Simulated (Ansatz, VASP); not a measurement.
## Al2O3 in VASP and in Ansatz

```xyz
5
Lattice="2.7812 0.0000 0.0000 -1.3906 2.4086 0.0000 0.0000 0.0000 7.0774" Properties=species:S:1:pos:R:3 pbc="T T T"
Al    0.0000    0.0000    1.3499
Al    0.0000    0.0000    5.7275
O     0.0000    1.6057    2.0106
O     1.3906    0.8029    0.0000
O     0.0000    1.6057    5.0668
```

Alike in both runs: task single point; functional PBE; dispersion D3(BJ); k mesh 9 × 9 × 4; occupations gaussian, width 0.05 eV; no spin polarisation.

```csv
,VASP,Ansatz
version,VASP 6.6.1,Ansatz 0.2.0
potentials or method,"VASP PAW PBE potentials, release 64 (Al, O), cutoff 520 eV","scalar-relativistic, plane waves, PAW"
valence electrons in the cell,24,24
```

```csv
,VASP,Ansatz,Ansatz less VASP
gap on the k mesh at the Fermi level (eV),5.39,5.41,+0.022
least direct gap on the mesh (eV),5.55,5.57,+0.019
pressure (GPa),20.6,20.4,-0.24
"traceless stress, the component that is largest in VASP (GPa)",-6.88,-6.49,+0.393
rms of the force components (eV/Å),0.455,0.468,+0.0131
```

Atom by atom the forces differ by 0.018 eV/Å (rms over components).
